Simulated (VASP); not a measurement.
Wanted: the native input for a VASP 6.6.1 run.

| Item | Value |
| --- | --- |
| Task | single point |
| Functional | LDA |
| Potentials or basis | VASP PAW LDA potentials, release 64 (Si, Ti_sv) |
| Cutoff | 520 eV |
| k mesh | 2 × 2 × 2 |
| Occupations | fermi-dirac, width 0.02 eV |
| Spin | no spin polarisation |
| Dipole correction | no |
| Further INCAR settings | LREAL = Auto; ALGO = Normal; EDIFF = 1e-06; NBANDS = 52 |

The structure of TiSi16 (a cell with a defect) lies in POSCAR:

```
TiSi16
1.0
    0.0000000000      5.4300000000      5.4300000000
    5.4300000000      0.0000000000      5.4300000000
    5.4300000000      5.4300000000      0.0000000000
Si Ti
16 1
Direct
    0.0123244936      0.0129942910     -0.0240359116
    0.1271129834      0.1278592081      0.1169232965
   -0.0169270718     -0.0160309392      0.4870992634
    0.1070408840      0.1079340700      0.6159609576
    0.0141651013      0.5013411602      0.0004076427
    0.1557720994      0.6154743094      0.1160851750
    0.0093440147      0.4696587477      0.5133057090
    0.1248880295      0.6121342541      0.6269368324
    0.5005819521      0.0147552486      0.0003670350
    0.6147700737      0.1563183241      0.1159829650
    0.4688563536      0.0098771639      0.5132366483
    0.6111848987      0.1255988950      0.6269066298
    0.5172596685      0.5177331492      0.0152302026
    0.6425202578      0.6431707182      0.1408791897
    0.4983970534      0.4991149171      0.5109383057
    0.6111140884      0.6116739411      0.6557170350
    0.8111678637      0.8118021179      0.3145505525
```

One way to write it, as run:

INCAR

```
ALGO = Normal
EDIFF = 1E-6
ENCUT = 520
GGA = CA
ISIF = 2
ISMEAR = -1
LASPH = T
LCHARG = F
LREAL = Auto
LWAVE = F
NBANDS = 52
NELM = 100
PREC = Accurate
SIGMA = 0.02
```

KPOINTS

```
k-points
0
Gamma
  2 2 2
```

Potentials or basis: VASP PAW LDA potentials, release 64 (Si, Ti_sv).

Launch:

```console
$ cat potpaw_LDA.64/Si/POTCAR potpaw_LDA.64/Ti_sv/POTCAR > POTCAR
$ mpirun -np 1 vasp_std > vasp.out
```

Results of the run:

- Pressure: 2.1 GPa
- Largest force: 0.083 eV/Å
- Band gap on the k mesh: zero (band 38 reaches 6.80 eV, above the bottom of band 39 at 6.57 eV)

Caveat: the k points lie up to 0.50 Å⁻¹ apart.

Wall time 3.3 min on 1 thread of AMD EPYC 9R45 96-Core Processor (Zen 5) (shared host), peak memory 0.35 GiB.
